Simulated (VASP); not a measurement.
# Lu3F2 (P-6m2) in VASP: a series of runs, part 2 of 2

VASP 6.6.1.

### Step 4. Relaxation of cell and atoms, PBE

Contents of INCAR:

```
SYSTEM = Lu3F2
ALGO = Normal ; EDIFF = 1E-6
EDIFFG = -0.04 ; ENCUT = 600
GGA = PE ; IBRION = 2
ISIF = 3 ; ISMEAR = 0
LASPH = .True. ; LCHARG = .False.
LREAL = .False. ; LWAVE = .False.
NELM = 80 ; NSW = 90
PREC = Accurate ; SIGMA = 0.1
```

Contents of KPOINTS:

```
k-points
0
Gamma
  6 6 4
  0 0 0
```

Contents of POSCAR:

```
Lu3F2
1.0
    4.3028239100      0.0000000000      0.0000000000
   -2.1514119500      3.7263548100      0.0000000000
    0.0000000000      0.0000000000      5.3369825700
Lu F
3 2
Direct
    0.6666666700      0.3333333300      0.2422697800
    0.6666666700      0.3333333300      0.7577302200
    0.0000000000      0.0000000000      0.5000000000
    0.0000000000      0.0000000000      0.0000000000
    0.3333333300      0.6666666700      0.5000000000
```

Command:

```sh
$ cat potpaw_PBE.64/Lu/POTCAR potpaw_PBE.64/F/POTCAR > POTCAR
$ mpirun -np 1 vasp_std > vasp.out
```

Wall time 40 min (1 thread of Intel Xeon Platinum 8488C (Sapphire Rapids), shared host); peak memory 0.3 GiB.

The run converged. Its results:

| Quantity | Value |
| --- | --- |
| Free energy | -22.7731 eV |
| Relaxed volume | 19.89 Å³/atom |
| Relaxed cell | a = 3.771 Å, b = 3.771 Å, c = 8.078 Å, α = 90.00°, β = 90.00°, γ = 120.00° |
| Space group after relaxing (to 0.1 Å) | P-6m2 (No. 187) |
| Energy gained by relaxing | 1118.4 meV/atom |
| Ionic steps | 24 |
| Pressure after relaxing | 0.0 GPa |
| Largest force after relaxing | 0.009 eV/Å |
| Band gap on the k mesh | zero (an odd number of electrons rules out a gap without spin polarisation) |

Forces in eV/Å, atoms in the order of the input:
```
Lu   0.000  0.000  0.009
Lu   0.000  0.000 -0.009
Lu   0.000  0.000  0.000
F    0.000  0.000  0.000
F    0.000  0.000  0.000
```

Stress tensor (GPa, compression positive):
```
 0.03  0.00  0.00
 0.00  0.03  0.00
 0.00  0.00 -0.06
```

Step by step:
| step | energy change (eV) | largest force (eV/Å) | pressure (GPa) | volume (Å³) |
| --- | --- | --- | --- | --- |
| 1 | 0.0000 | 2.1981 | 23.56 | 85.57 |
| 2 | -2.3873 | 1.6157 | 1.16 | 120.61 |
| 3 | -2.3869 | 1.7386 | 0.35 | 123.26 |
| 4 | -2.8037 | 0.1224 | -1.98 | 130.04 |
| 5 | -2.8570 | 0.3634 | -3.15 | 133.36 |
| 6 | -3.2306 | 1.0764 | -2.13 | 124.71 |
| 7 | -3.5636 | 3.2750 | 8.43 | 98.55 |
| 8 | -3.6687 | 2.2373 | 1.44 | 110.23 |
| 9 | -3.7026 | 2.5391 | 2.82 | 106.48 |
| 10 | -3.8801 | 2.7047 | 3.01 | 104.71 |
| 11 | -4.2123 | 2.9242 | 4.49 | 98.92 |
| 12 | -4.5259 | 2.4895 | 1.42 | 100.59 |
| 13 | -4.8857 | 1.7744 | -4.08 | 103.91 |
| 14 | -4.9353 | 1.4401 | -6.37 | 105.53 |
| 15 | -5.2505 | 1.1563 | -4.93 | 103.77 |
| 16 | -5.5690 | 0.5341 | -0.13 | 99.42 |
| 17 | -5.5795 | 0.0689 | -1.25 | 100.27 |
| 18 | -5.5810 | 0.1771 | -1.01 | 100.06 |
| 19 | -5.5887 | 0.0523 | -0.44 | 99.61 |
| 20 | -5.5906 | 0.0905 | 0.17 | 99.12 |
| 21 | -5.5908 | 0.0602 | 0.17 | 99.22 |
| 22 | -5.5908 | 0.0498 | 0.12 | 99.26 |
| 23 | -5.5917 | 0.0181 | 0.01 | 99.37 |
| 24 | -5.5920 | 0.0092 | 0.00 | 99.46 |

Final structure:
```yaml
crystal:
  lattice:
    - [3.77066, 0.00000, 0.00000]
    - [-1.88533, 3.26549, 0.00000]
    - [0.00000, 0.00000, 8.07779]
  atoms:
    - { symbol: Lu, position: [0.66667, 0.33333, 0.17990] }
    - { symbol: Lu, position: [0.66667, 0.33333, 0.82010] }
    - { symbol: Lu, position: [0.00000, 0.00000, 0.50000] }
    - { symbol: F, position: [0.00000, 0.00000, 0.00000] }
    - { symbol: F, position: [0.33333, 0.66667, 0.50000] }
```

Levels at points of the mesh, in eV from the Fermi level:
```tsv
k point	band 42	band 43	band 44	band 45	band 46	band 47
(0.00, 0.00, 0.00)	-4.52	-1.47	-1.04	0.48	1.51	1.51
(0.50, 0.00, 0.00)	-1.63	-0.95	-0.49	-0.33	0.76	1.34
(0.00, 0.00, 0.50)	-3.39	-3.32	-0.11	0.13	1.19	1.19
(0.50, 0.00, 0.50)	-1.26	-1.01	-0.37	-0.33	0.31	0.64
```

Caveat: the volume moved by over 15 % at a fixed basis, so the end points are rough; spin-orbit coupling is left out, which moves the levels of the heavy elements; an odd number of electrons without spin polarisation forces a metal; a magnetic or distorted state may lie lower.

### Step 5. Single point, PBE

This run uses another cell than the first one, of 22.31 Å³/atom.

Contents of INCAR:

```
SYSTEM = Lu3F2
PREC = Accurate ; ENCUT = 520
EDIFF = 1E-7 ; ISMEAR = 0
SIGMA = 0.1 ; LREAL = .False.
LASPH = .True. ; NELM = 60
ALGO = Normal ; ISIF = 2
LWAVE = .False. ; LCHARG = .True.
GGA = PE ; LELF = .True.
LVHAR = .True. ; NBANDS = 52
```

Contents of KPOINTS:

```
regular mesh
0
Gamma
  12 12 4
  0 0 0
```

Contents of POSCAR:

```
Lu3F2
1.0
    3.6971358979      0.0000000000      0.0000000000
   -1.8485679490      3.2018136088      0.0000000000
    0.0000000000      0.0000000000      9.4219181469
Lu F
3 2
Direct
    0.6666666667      0.3333333333      0.1775342846
    0.6666666667      0.3333333333      0.8224657154
    0.0000000000      0.0000000000      0.5000000000
    0.0000000000      0.0000000000      0.0000000000
    0.3333333333      0.6666666667      0.5000000000
```

Command:

```sh
$ cat potpaw_PBE.64/Lu/POTCAR potpaw_PBE.64/F/POTCAR > POTCAR
$ mpirun -np 1 vasp_std > vasp.out
```

Wall time 5.8 min (1 thread of Intel Xeon Platinum 8488C (Sapphire Rapids), shared host); peak memory 0.4 GiB.

It converged, with:

- Free energy: -24.4193 eV
- Pressure: 0.3 GPa
- Largest force: 0.005 eV/Å
- Band gap on the k mesh: zero (an odd number of electrons rules out a gap without spin polarisation)

Forces on the atoms (eV/Å):
```
Lu   0.000  0.000  0.005
Lu   0.000  0.000 -0.005
Lu   0.000  0.000  0.000
F    0.000  0.000  0.000
F    0.000  0.000  0.000
```

Stress tensor (GPa, compression positive):
```
 0.43  0.00  0.00
 0.00  0.43  0.00
 0.00  0.00 -0.04
```

Levels at points of the mesh, in eV from the Fermi level:
```csv
k point,band 43,band 44,band 45,band 46,band 47,band 48
"(0.00, 0.00, 0.00)",-2.55,-1.47,0.01,1.27,1.74,1.74
"(0.50, 0.00, 0.00)",-0.97,-0.75,-0.41,0.17,0.78,1.22
"(0.00, 0.00, 0.50)",-3.79,-0.74,-0.06,1.10,1.72,1.72
"(0.50, 0.00, 0.50)",-1.20,-0.58,-0.32,0.09,0.26,1.49
```

Caveat: spin-orbit coupling is left out, which moves the levels of the heavy elements; an odd number of electrons without spin polarisation forces a metal; a magnetic or distorted state may lie lower.

### Step 6. Summary

| task | cell | k mesh | cutoff (eV) | gap on the mesh (eV) | pressure (GPa) | largest force (eV/Å) |
| --- | --- | --- | --- | --- | --- | --- |
| single point | a = 4.303, b = 4.303, c = 5.337 Å, angles 90.0, 90.0, 120.0°, 5 atoms, atomic positions A | 6 × 6 × 4 | 520 | none | 23.6 | 2.20 |
| single point | a = 3.703, b = 3.703, c = 9.381 Å, angles 90.0, 90.0, 120.0°, 5 atoms, atomic positions B | 6 × 6 × 4 | 520 | none | 0.2 | 0.04 |
| relaxation of cell and atoms | relaxed from a = 4.303, b = 4.303, c = 5.337 Å, angles 90.0, 90.0, 120.0°, 5 atoms, atomic positions A | 6 × 6 × 4 | 600 | none | 0.0 | 0.01 |
| single point | a = 3.697, b = 3.697, c = 9.422 Å, angles 90.0, 90.0, 120.0°, 5 atoms, atomic positions B | 12 × 12 × 4 | 520 | none | 0.3 | - |

Alike in all rows: level PBE; potentials or basis VASP PAW PBE potentials, release 64 (Lu, F); no spin polarisation; smearing gaussian 0.1 eV.

Caveats: spin-orbit coupling is left out, which moves the levels of the heavy elements; an odd number of electrons without spin polarisation forces a metal; a magnetic or distorted state may lie lower; the cell stands under pressure (at least some runs); the volume moved by over 15 % at a fixed basis, so the end points are rough (at least some runs).

Absolute energies hang on the potentials; compare differences alone.
